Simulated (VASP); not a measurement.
Here is a VASP 6.6.1 calculation.

File INCAR:

```
SYSTEM = InP
  ALGO = Normal
  EDIFF = 1E-6
  ENCUT = 500
  GGA = PE
  GGA_COMPAT = .False.
  ISIF = 2
  ISMEAR = 0
  LASPH = .True.
  LCHARG = .False.
  LREAL = .False.
  LWAVE = .False.
  NBANDS = 16
  NELM = 120
  PREC = Accurate
  SIGMA = 0.01
```

KPOINTS

```
k-points
0
Gamma
  8 8 8
  0 0 0
```

Contents of POSCAR:

```
InP
1.0
    0.0000000000      3.0433207931      3.0433207931
    3.0433207931      0.0000000000      3.0433207931
    3.0433207931      3.0433207931      0.0000000000
In P
1 1
Direct
    0.0000000000      0.0000000000      0.0000000000
    0.2500000000      0.2500000000      0.2500000000
```

Potentials or basis: VASP PAW PBE potentials, release 64 (In_d, P).

Launch:

```bash
$ cat potpaw_PBE.64/In_d/POTCAR potpaw_PBE.64/P/POTCAR > POTCAR
$ mpirun -np 1 vasp_std > vasp.out
```

(1) Predict the pressure.

(2) Predict the band gap on the k mesh.

## Answers

(1) -3.3 GPa.

(2) 0.09 eV.

Caveat: the cell stands under tension; spin-orbit coupling is left out, which moves the levels of the heavy elements.
